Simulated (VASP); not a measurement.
# SnO (P4/nmm) in VASP: notebook

The runs below take SnO through single point, with PBE.

Everything below comes from runs of VASP 6.6.1. Logs are shortened: lines on timing, memory, paths and dates and some standing lists are left out, and cuts for length are marked.

## (1) The cell of the first run

The structure is tetragonal, space group P4/nmm (No. 129). The conventional cell has a = 3.984 Å, b = 3.984 Å, c = 5.143 Å, α = 90.00°, β = 90.00°, γ = 90.00°. Sn (site symmetry 4mm) has 4 O at 2.31 Å within 3.1 Å. Within 3.1 Å of O (site symmetry -4m2) lie 4 Sn at 2.31 Å and 4 O at 2.82 Å.

## (2) Single point, PBE (strain +0.030 along x and y, +0.015 along z)

Contents of INCAR:

```
PREC = Accurate
ENCUT = 520
EDIFF = 1E-6
ISMEAR = 0
SIGMA = 0.05
LREAL = False
LASPH = True
NELM = 80
ALGO = Normal
ISIF = 2
LWAVE = False
LCHARG = False
GGA = PE
NBANDS = 28
```

Contents of KPOINTS:

```
Automatic mesh
0
Gamma
  10 10 8
```

Contents of POSCAR:

```
SnO
1.0
    3.9842158739      0.0000000000      0.0000000000
    0.0000000000      3.9842158739      0.0000000000
    0.0000000000      0.0000000000      5.1432860516
Sn O
2 2
Direct
    0.0000000000      0.5000000000      0.2287361932
    0.5000000000      0.0000000000      0.7712638068
    0.0000000000      0.0000000000      0.0000000000
    0.5000000000      0.5000000000      0.0000000000
```

Potentials or basis: VASP PAW PBE potentials, release 64 (Sn_d, O).

Run with:

```sh
cat potpaw_PBE.64/Sn_d/POTCAR potpaw_PBE.64/O/POTCAR > POTCAR
mpirun -np 1 vasp_std > vasp.out
```

OUTCAR:

```text
PREC = Accurate
   ENCUT = 520
   EDIFF = 1E-6
   ISMEAR = 0
   LREAL = False
   LASPH = True
   NELM = 80
   ISIF = 2
   GGA = PE

 ion  position               nearest neighbor table
   1  0.000  0.500  0.229-   3 2.31   4 2.31   3 2.31   4 2.31   2 3.67   2 3.67   2 3.67   2 3.67

   2  0.500  0.000  0.771-   3 2.31   4 2.31   4 2.31   3 2.31   1 3.67   1 3.67   1 3.67   1 3.67

   3  0.000  0.000  0.000-   1 2.31   2 2.31   1 2.31   2 2.31
   4  0.500  0.500  0.000-   1 2.31   2 2.31   2 2.31   1 2.31

  LATTYP: Found a simple tetragonal cell.
 ALAT       =     3.9842158739
 C/A-ratio  =     1.2909155062

  Lattice vectors:

 A1 = (   3.9842158739,   0.0000000000,   0.0000000000)
 A2 = (   0.0000000000,   3.9842158739,   0.0000000000)
 A3 = (   0.0000000000,   0.0000000000,   5.1432860516)

Analysis of symmetry for initial positions (statically):
=====================================================================
 Subroutine PRICEL returns:
 Original cell was already a primitive cell.

 Routine SETGRP: Setting up the symmetry group for a
 simple tetragonal supercell.

 Subroutine GETGRP returns: Found 16 space group operations
 (whereof  8 operations were pure point group operations)
 out of a pool of 16 trial point group operations.

The static configuration has the point symmetry D_2d.
 The point group associated with its full space group is D_4h.

Analysis of symmetry for dynamics (positions and initial velocities):
=====================================================================
 Subroutine PRICEL returns:
 Original cell was already a primitive cell.

 Routine SETGRP: Setting up the symmetry group for a
 simple tetragonal supercell.

 Subroutine GETGRP returns: Found 16 space group operations
 (whereof  8 operations were pure point group operations)
 out of a pool of 16 trial point group operations.

The dynamic configuration has the point symmetry D_2d.
 The point group associated with its full space group is D_4h.

 Subroutine INISYM returns: Found 16 space group operations
 (whereof  8 operations are pure point group operations),
 and found     1 'primitive' translations

----------------------------------------------------------------------------------------

                                     Primitive cell

  volume of cell :      81.6444

  direct lattice vectors                    reciprocal lattice vectors
     3.984215874  0.000000000  0.000000000     0.250990416  0.000000000  0.000000000
     0.000000000  3.984215874  0.000000000     0.000000000  0.250990416  0.000000000
     0.000000000  0.000000000  5.143286052     0.000000000  0.000000000  0.194428229

  length of vectors
     3.984215874  3.984215874  5.143286052     0.250990416  0.250990416  0.194428229

  position of ions in fractional coordinates (direct lattice)
     0.000000000  0.500000000  0.228736193
     0.500000000  0.000000000  0.771263807
     0.000000000  0.000000000  0.000000000
     0.500000000  0.500000000  0.000000000

  ion indices of the primitive-cell ions
   primitive index   ion index
                 1           1
                 2           2
                 3           3
                 4           4

----------------------------------------------------------------------------------------

 KPOINTS: Automatic mesh

Automatic generation of k-mesh.
 Grid dimensions read from file:
 generate k-points for:   10   10    8

 Generating k-lattice:

  Cartesian coordinates                     Fractional coordinates (reciprocal lattice)
     0.025099042  0.000000000  0.000000000     0.100000000  0.000000000  0.000000000
     0.000000000  0.025099042  0.000000000     0.000000000  0.100000000  0.000000000
     0.000000000  0.000000000  0.024303529     0.000000000  0.000000000  0.125000000

  Length of vectors
     0.025099042  0.025099042  0.024303529

  Shift w.r.t. Gamma in fractional coordinates (k-lattice)
     0.000000000  0.000000000  0.000000000

 Subroutine IBZKPT returns following result:
 ===========================================

 Found    105 irreducible k-points:

 Following reciprocal coordinates:
            Coordinates               Weight
  0.000000  0.000000  0.000000      1.000000
  0.100000  0.000000  0.000000      4.000000
  0.200000  0.000000  0.000000      4.000000
  0.300000  0.000000  0.000000      4.000000
  0.400000  0.000000  0.000000      4.000000
  0.500000  0.000000  0.000000      2.000000
[... 16 lines left out ...]
  0.100000  0.000000  0.125000      8.000000
  0.200000  0.000000  0.125000      8.000000
 [... further k-points ...]
   k-points           NKPTS =    105   k-points in BZ     NKDIM =    105   number of bands    NBANDS=     28
   number of dos      NEDOS =    301   number of ions     NIONS =      4
   total plane-waves  NPLWV =  36000
   dimension x,y,z NGX =    30 NGY =   30 NGZ =   40
   dimension x,y,z NGXF=    60 NGYF=   60 NGZF=   80
   ions per type =               2   2
   NGX,Y,Z   is equivalent  to a cutoff of  12.52, 12.52, 12.93 a.u.
   NGXF,Y,Z  is equivalent  to a cutoff of  25.04, 25.04, 25.86 a.u.
 SYSTEM =  unknown system
   PREC   = accura    normal or accurate (medium, high low for compatibility)
   ISTART =      0    job   : 0-new  1-cont  2-samecut
   ICHARG =      2    charge: 1-file 2-atom 10-const
   ISPIN  =      1    spin polarized calculation?
   LNONCOLLINEAR =      F non collinear calculations
   LSORBIT =      F    spin-orbit coupling
   LASPH  =      T    aspherical Exc in radial PAW
   ENCUT  =  520.0 eV  38.22 Ry    6.18 a.u.   7.41  7.41  9.56*2*pi/ulx,y,z
   NELM   =     80;   NELMIN=  2; NELMDL= -5     # of ELM steps
   EDIFF  = 0.1E-05   stopping-criterion for ELM
   LREAL  =      F    real-space projection
   EDIFFG = 0.1E-04   stopping-criterion for IOM
   NSW    =      0    number of steps for IOM
   IBRION =     -1    ionic relax: 0-MD 1-quasi-New 2-CG
   NFREE  =      0    steps in history (QN), initial steepest desc. (CG)
   ISIF   =      2    stress and relaxation
   ISYM   =      2    0-nonsym 1-usesym 2-fastsym
   POTIM  = 0.5000    time-step for ionic-motion
   TEBEG  =    0.0;   TEEND  =   0.0 temperature during run
   PSTRESS=    0.0 pullay stress
   NELECT =      40.0000    total number of electrons
   NUPDOWN=      -1.0000    fix difference up-down
   EMIN   =  10.00;   EMAX   =-10.00  energy-range for DOS
   EFERMI =   0.00;   METHOD = LEGACY
   ISMEAR =     0;   SIGMA  =   0.05  broadening in eV -4-tet -1-fermi 0-gaus
   EFERMI_NEDOS =   21; number of points for ismear=-14 and -15
   IALGO  =     38    algorithm
   IMIX   =      4    mixing-type and parameters
     AMIX     =   0.40;   BMIX     =  1.00
     AMIX_MAG =   1.60;   BMIX_MAG =  1.00
  volume/ion in A,a.u.               =      20.41       137.74
  Fermi-wavevector in a.u.,A,eV,Ry     =   1.290583  2.438849 22.661934  1.665605
  Thomas-Fermi vector in A             =   2.422406
   LORBIT       =      0    0 simple, 1 ext, 2 COOP (PROOUT), +10 PAW based schemes
   GGA     = PE    functional components
   LHFCALC =     F    Hartree Fock is set to
   AEXX    =    0.0000 exact exchange contribution
   IVDW    =     0    specifies the selected vdW correction
   LEPSILON=     F    determine dielectric tensor
   LRPA    =     F    only Hartree local field effects (RPA)
 non-spin polarized calculation
 Gauss-broadening in eV      SIGMA  =   0.05
  energy-cutoff  :      520.00
  volume of cell :       81.64
 maximum number of plane-waves:      2228
 NGX is ok and might be reduce to    30
   NGX = 15   NGY = 15   NGZ = 19

 number of electron      40.0000011 magnetization

 Free energy of the ion-electron system (eV)
  ---------------------------------------------------
  ext. energy  EPLUGINS =         0.00000000
  ---------------------------------------------------
  free energy    TOTEN  =       -22.62797456 eV

  energy without entropy =      -22.62797456  energy(sigma->0) =      -22.62797456

 E-fermi :   5.3994     XC(G=0):  -9.4634

 val. band max:        5.0947295273   @ k =   0.1000   0.0000   0.0000
 cond. band min:       5.8561712244   @ k =   0.5000   0.5000   0.0000
 fundamental gap:      0.7614416972
 Fermi energy:         5.3994230098

 k-point     1 :       0.0000    0.0000    0.0000
  band No.  band energies     occupation
      1     -16.2749      2.00000
      2     -16.0240      2.00000
      3     -16.0240      2.00000
      4     -16.0230      2.00000
      5     -16.0088      2.00000
      6     -15.9942      2.00000
[... 20 lines left out ...]
     27      12.0879      0.00000
     28      12.6835      0.00000

 k-point     2 :       0.1000    0.0000    0.0000
  band No.  band energies     occupation
      1     -16.2703      2.00000
      2     -16.0231      2.00000
      3     -16.0227      2.00000
      4     -16.0219      2.00000
      5     -16.0094      2.00000
      6     -15.9922      2.00000
[... 20 lines left out ...]
     27      12.2531      0.00000
     28      13.3033      0.00000

 k-point     3 :       0.2000    0.0000    0.0000
  band No.  band energies     occupation
      1     -16.2574      2.00000
      2     -16.0332      2.00000
      3     -16.0206      2.00000
      4     -16.0186      2.00000
      5     -16.0109      2.00000
      6     -15.9962      2.00000
[... 20 lines left out ...]
     27      12.4454      0.00000
     28      14.5992      0.00000

 k-point     4 :       0.3000    0.0000    0.0000
  band No.  band energies     occupation
      1     -16.2373      2.00000
      2     -16.0777      2.00000
      3     -16.0178      2.00000
      4     -16.0128      2.00000
      5     -16.0122      2.00000
      6     -15.9967      2.00000
[... 578 lines left out ...]
     27      12.0239      0.00000
     28      12.7897      0.00000

 k-point    23 :       0.1000    0.0000    0.1250
  band No.  band energies     occupation
      1     -16.2694      2.00000
      2     -16.0237      2.00000
      3     -16.0220      2.00000
      4     -16.0202      2.00000
      5     -16.0082      2.00000
      6     -15.9912      2.00000
[... 20 lines left out ...]
     27      12.2380      0.00000
     28      13.3620      0.00000

 k-point    24 :       0.2000    0.0000    0.1250
  band No.  band energies     occupation
      1     -16.2568      2.00000
      2     -16.0355      2.00000
      3     -16.0214      2.00000
      4     -16.0162      2.00000
      5     -16.0092      2.00000
      6     -15.9969      2.00000
[... 20 lines left out ...]
     27      12.5335      0.00000
     28      14.5928      0.00000

 [... further k-points ...]
[... 5 lines left out ...]
  --------------------------------------------------------------------------------------
  -------------------------------------------------------------------------------------
  Total       -2.9968509     -2.9968509     -1.9053441      0.0000000      0.0000000      0.0000000
  in kB      -58.8097474    -58.8097474    -37.3901834      0.0000000      0.0000000      0.0000000
  external PRESSURE =     -51.6698927 kB  Pullay stress =       0.0000000 kB

 VOLUME and BASIS-vectors are now :
 -----------------------------------------------------------------------------
  energy-cutoff  :      520.00
  volume of cell :       81.64
      direct lattice vectors                 reciprocal lattice vectors
     3.984215874  0.000000000  0.000000000     0.250990416  0.000000000  0.000000000
     0.000000000  3.984215874  0.000000000     0.000000000  0.250990416  0.000000000
     0.000000000  0.000000000  5.143286052     0.000000000  0.000000000  0.194428229

 POSITION                                       TOTAL-FORCE (eV/Angst)
 -----------------------------------------------------------------------------------
      0.00000      1.99211      1.17646         0.000000      0.000000     -0.734897
      1.99211      0.00000      3.96683        -0.000000     -0.000000      0.734897
      0.00000      0.00000      0.00000        -0.000000     -0.000000      0.000000
      1.99211      1.99211      0.00000        -0.000000      0.000000      0.000000
 -----------------------------------------------------------------------------------
    total drift:                                0.000000      0.000000      0.000000

  FREE ENERGIE OF THE ION-ELECTRON SYSTEM (eV)
  ---------------------------------------------------
  free  energy   TOTEN  =       -22.6279745562 eV

  energy  without entropy=      -22.6279745562  energy(sigma->0) =      -22.62797456
```

Wall time 76 s (1 thread of Intel Xeon 6975P-C (Granite Rapids), shared host); peak memory 0.31 GiB.

What came out:

* Free energy: -22.6280 eV
* Pressure: -5.2 GPa
* Largest force: 0.735 eV/Å
* Band gap on the k mesh: 0.76 eV, indirect (least direct gap 1.84 eV)

Forces in eV/Å, atoms in the order of the input:
```
Sn   0.000  0.000 -0.735
Sn   0.000  0.000  0.735
O    0.000  0.000  0.000
O    0.000  0.000  0.000
```

Caveat: the cell differs from its parent crystal (strain +0.030 along x and y, +0.015 along z); spin-orbit coupling is left out, which moves the levels of the heavy elements.

## (3) Single point, PBE (strain +0.030 along x and y, +0.030 along z)

Contents of INCAR:

```
SYSTEM = SnO
PREC = Accurate
ENCUT = 520
EDIFF = 1E-6
ISMEAR = 0
SIGMA = 0.05
LREAL = .FALSE.
LASPH = .TRUE.
NELM = 60
ALGO = Normal
ISIF = 2
LWAVE = .FALSE.
LCHARG = .FALSE.
GGA = PE
NBANDS = 28
```

Contents of KPOINTS:

```
regular mesh
0
G
  10 10 8
  0 0 0
```

Changes to POSCAR since step 2:

```diff
@@ -4,3 +4,3 @@
     0.0000000000      3.9842158739      0.0000000000
-    0.0000000000      0.0000000000      5.1432860516
+    0.0000000000      0.0000000000      5.2192952050
 Sn O
```

Potentials or basis: VASP PAW PBE potentials, release 64 (Sn_d, O).

Run with:

```sh
cat potpaw_PBE.64/Sn_d/POTCAR potpaw_PBE.64/O/POTCAR > POTCAR
mpirun -np 1 vasp_std > vasp.out
```

Run time: 82 s. Hardware: 1 thread of Intel Xeon 6975P-C (Granite Rapids), shared host; peak memory 0.31 GiB.

The run converged. Its results:

```yaml
Free_energy: -22.5965 eV
Pressure: -5.9 GPa
Largest_force: 0.965 eV/Å
Band_gap_on_the_k_mesh: 0.76 eV, indirect (least direct gap 1.81 eV)
```

Forces on the atoms (eV/Å):
```
Sn   0.000  0.000 -0.965
Sn   0.000  0.000  0.965
O    0.000  0.000  0.000
O    0.000  0.000  0.000
```

Stress tensor (GPa, compression positive):
```
-6.34  0.00  0.00
 0.00 -6.34  0.00
 0.00  0.00 -4.90
```

Levels at points of the mesh, in eV from the valence-band top:
| k point | band 18 | band 19 | band 20 | band 21 | band 22 | band 23 |
| --- | --- | --- | --- | --- | --- | --- |
| (0.00, 0.00, 0.00) | -2.29 | -2.29 | 0.00 | 1.81 | 4.15 | 4.86 |
| (0.50, 0.00, 0.00) | -3.73 | -1.93 | -1.93 | 2.99 | 2.99 | 5.48 |
| (0.50, 0.50, 0.00) | -1.70 | -1.59 | -1.59 | 0.76 | 0.76 | 4.66 |
| (0.00, 0.00, 0.50) | -2.30 | -2.30 | -1.49 | 1.82 | 3.41 | 3.41 |
| (0.50, 0.00, 0.50) | -3.71 | -1.24 | -1.24 | 2.50 | 2.50 | 5.42 |
| (0.50, 0.50, 0.50) | -2.11 | -1.70 | -1.70 | 2.80 | 2.80 | 3.63 |

Caveat: the cell differs from its parent crystal (strain +0.030 along x and y, +0.030 along z); spin-orbit coupling is left out, which moves the levels of the heavy elements.

## (4) Single point, PBE (strain +0.015 along x and y, -0.015 along z)

Contents of INCAR:

```
SYSTEM = SnO
PREC     = Accurate       ! precision mode
ENCUT    = 520            ! plane-wave cutoff, eV
EDIFF    = 1E-7           ! SCF threshold, eV
ISMEAR   = 0              ! smearing method
SIGMA    = 0.05           ! smearing width, eV
LREAL    = .False.        ! projectors in reciprocal space
LASPH    = .True.         ! aspherical terms in the spheres
NELM     = 100            ! most SCF steps
ALGO     = Normal         ! electronic algorithm
ISIF     = 2              ! what is computed and relaxed
LWAVE    = .False.        ! write WAVECAR
LCHARG   = .False.        ! write CHGCAR
GGA      = PE             ! functional
NBANDS   = 28             ! bands
```

Contents of KPOINTS:

```
Automatic mesh
0
Gamma
  10 10 8
  0 0 0
```

Contents of POSCAR:

```
SnO
1.0
    3.9261933127      0.0000000000      0.0000000000
    0.0000000000      3.9261933127      0.0000000000
    0.0000000000      0.0000000000      4.9912677446
Sn O
2 2
Direct
    0.0000000000      0.5000000000      0.2287361932
    0.5000000000      0.0000000000      0.7712638068
    0.0000000000      0.0000000000      0.0000000000
    0.5000000000      0.5000000000      0.0000000000
```

Run with:

```sh
cat potpaw_PBE.64/Sn_d/POTCAR potpaw_PBE.64/O/POTCAR > POTCAR
mpirun -np 1 vasp_std > vasp.out
```

Wall time 2.4 min (1 thread of Intel Xeon Platinum 8488C (Sapphire Rapids), shared host); peak memory 0.31 GiB.

Results (log left out):

* Free energy: -22.7119 eV
* Pressure: -1.4 GPa
* Largest force: 0.019 eV/Å
* Band gap on the k mesh: 0.64 eV, indirect (least direct gap 1.90 eV)

Forces in eV/Å, atoms in the order of the input:
```
Sn   0.000  0.000  0.019
Sn   0.000  0.000 -0.019
O    0.000  0.000  0.000
O    0.000  0.000  0.000
```

Stress tensor (GPa, compression positive):
```
-2.08  0.00  0.00
 0.00 -2.08  0.00
 0.00  0.00  0.06
```

Levels at points of the mesh, in eV from the valence-band top:
| k point | band 18 | band 19 | band 20 | band 21 | band 22 | band 23 |
| --- | --- | --- | --- | --- | --- | --- |
| (0.00, 0.00, 0.00) | -2.78 | -2.78 | -0.02 | 1.89 | 4.23 | 4.93 |
| (0.50, 0.00, 0.00) | -4.30 | -2.12 | -2.12 | 3.18 | 3.18 | 5.66 |
| (0.50, 0.50, 0.00) | -2.14 | -1.58 | -1.58 | 0.64 | 0.64 | 4.77 |
| (0.00, 0.00, 0.50) | -2.79 | -2.79 | -1.62 | 1.62 | 3.34 | 3.34 |
| (0.50, 0.00, 0.50) | -4.27 | -1.34 | -1.34 | 2.63 | 2.63 | 5.52 |
| (0.50, 0.50, 0.50) | -2.23 | -2.14 | -2.14 | 2.79 | 2.79 | 3.92 |

Caveat: the cell differs from its parent crystal (strain +0.015 along x and y, -0.015 along z); spin-orbit coupling is left out, which moves the levels of the heavy elements.

[end of part 1 of 2]
